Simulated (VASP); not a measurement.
Input of a VASP 6.6.1 run:

Contents of POSCAR:

```
SnO
1.0
    4.0955803458      0.0000000000      0.0000000000
    0.0000000000      4.0955803458      0.0000000000
    0.0000000000      0.0000000000      4.1675384644
Sn O
2 2
Direct
    0.0000000000      0.5000000000      0.2385000000
    0.5000000000      0.0000000000      0.7615000000
    0.0000000000      0.0000000000      0.0000000000
    0.5000000000      0.5000000000      0.0000000000
```

INCAR.step1

```
  PREC = Accurate
  ENCUT = 520
  ISMEAR = 0
  SIGMA = 0.03
  LREAL = F
  LASPH = T
  NELM = 80
  NBANDS = 28
  GGA = PE
  ALGO = Normal
  EDIFF = 1E-4
  LWAVE = T
  LCHARG = F
```

INCAR.step2

```
  PREC = Accurate
  ENCUT = 520
  EDIFF = 1E-6
  ISMEAR = 0
  SIGMA = 0.03
  LREAL = F
  LASPH = T
  NELM = 80
  ALGO = Normal
  ISIF = 2
  LWAVE = F
  LCHARG = F
  METAGGA = R2SCAN
  LMIXTAU = T
  NBANDS = 28
  ISTART = 1
```

Contents of KPOINTS:

```
regular mesh
0
Gamma
  10 10 8
```

Potentials or basis: VASP PAW PBE potentials, release 64 (Sn_d, O).

Command:

```console
$ cat potpaw_PBE.64/Sn_d/POTCAR potpaw_PBE.64/O/POTCAR > POTCAR
$ cp INCAR.step1 INCAR
$ mpirun -np 1 vasp_std > vasp.out
$ cp INCAR.step2 INCAR
$ mpirun -np 1 vasp_std > vasp.out
```

**Question.** Predict the largest force.

**Answer.** 0.359 eV/Å.

**Question.** Estimate the band gap on the k mesh.

**Answer.** 1.13 eV (least direct gap 1.70 eV).

**Question.** Predict the pressure.

**Answer.** -3.2 GPa.

Stress tensor (GPa, compression positive):
```
-7.39  0.00  0.00
 0.00 -7.39  0.00
 0.00  0.00  5.18
```

Caveat: the cell stands under tension; the PAW data sets were made with another functional, which shifts forces and pressure a little; spin-orbit coupling is left out, which moves the levels of the heavy elements. A k mesh can miss the band edges.
